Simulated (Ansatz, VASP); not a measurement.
# Cu3N in VASP and in Ansatz

File POSCAR:

```
Cu3N
1.0
    4.0087746094      0.0000000000      0.0000000000
    0.0000000000      4.0087746094      0.0000000000
    0.0000000000      0.0000000000      4.0087746094
Cu N
3 1
Direct
    0.5000000000      0.0000000000      0.0000000000
    0.0000000000      0.5000000000      0.0000000000
    0.0000000000      0.0000000000      0.5000000000
    0.0000000000      0.0000000000      0.0000000000
```

INCAR.step1

```
SYSTEM = Cu3N
PREC = Accurate
ENCUT = 520
EDIFF = 1E-5
ISMEAR = 0
SIGMA = 0.01
LREAL = .False.
LASPH = .True.
NELM = 120
ALGO = Normal
ISIF = 2
LWAVE = .True.
LCHARG = .False.
GGA = PE
NBANDS = 27
GGA_COMPAT = .False.
```

File INCAR.step2:

```
SYSTEM = Cu3N
PREC = Accurate
ENCUT = 520
EDIFF = 1E-6
ISMEAR = 0
SIGMA = 0.01
LREAL = .False.
LASPH = .True.
NELM = 120
ALGO = Normal
ISIF = 2
LWAVE = .False.
LCHARG = .False.
GGA = PE
LHFCALC = .True.
HFSCREEN = 0.2079
PRECFOCK = Normal
ISTART = 1
NBANDS = 27
GGA_COMPAT = .False.
```

KPOINTS

```
Automatic mesh
0
Gamma
  4 4 4
  0 0 0
```

Input for Ansatz:

```yaml
crystal:
  lattice:
    - [4.0087746094, 0.0, 0.0]
    - [0.0, 4.0087746094, 0.0]
    - [0.0, 0.0, 4.0087746094]
  atoms:
    - { symbol: Cu, position: [0.5, 0.0, 0.0] }
    - { symbol: Cu, position: [0.0, 0.5, 0.0] }
    - { symbol: Cu, position: [0.0, 0.0, 0.5] }
    - { symbol: "N", position: [0.0, 0.0, 0.0] }
kpoints:
  mp_grid: { grid: [4, 4, 4] }
  band_path:
    path:
      - [0.0, 0.0, 0.0]
      - [0.0, 0.5, 0.0]
      - [0.5, 0.5, 0.0]
      - [0.5, 0.5, 0.5]
      - [0.5, 0.5, 0.3]
    npoints: 1
hamiltonian:
  xc: hse06
scf:
  occupations: { method: fixed }
  n_extra_bands: 5
output:
  forces: true
  stress: true
  eigenvalues: true
```

Change from the starting cell: hydrostatic strain +5.8%.

Alike in both runs: task single point; functional HSE06; k mesh 4 × 4 × 4; no spin polarisation.

|  | VASP | Ansatz |
| --- | --- | --- |
| version | VASP 6.6.1 | Ansatz 0.2.0 |
| potentials or method | VASP PAW PBE potentials, release 64 (Cu, N) | plane waves, PAW |
| plane-wave cutoff (eV) | 520 | 420 |
| occupations | gaussian, width 0.01 eV | fixed |
| valence electrons in the cell | 38 | 62 |

Ansatz gave:

```
gap on the k mesh at the Fermi level (eV) : 1.54
pressure (GPa)                            : -11.8
```

Q: Estimate VASP's values.

A: gap on the k mesh at the Fermi level (eV): 1.55; pressure (GPa): -11.7.

VASP's potentials hold 38 valence electrons a cell and Ansatz's 62, so a difference there can come from the potentials and not from the codes. Ansatz's warnings: stress exchange threshold loose, stress scf threshold loose.
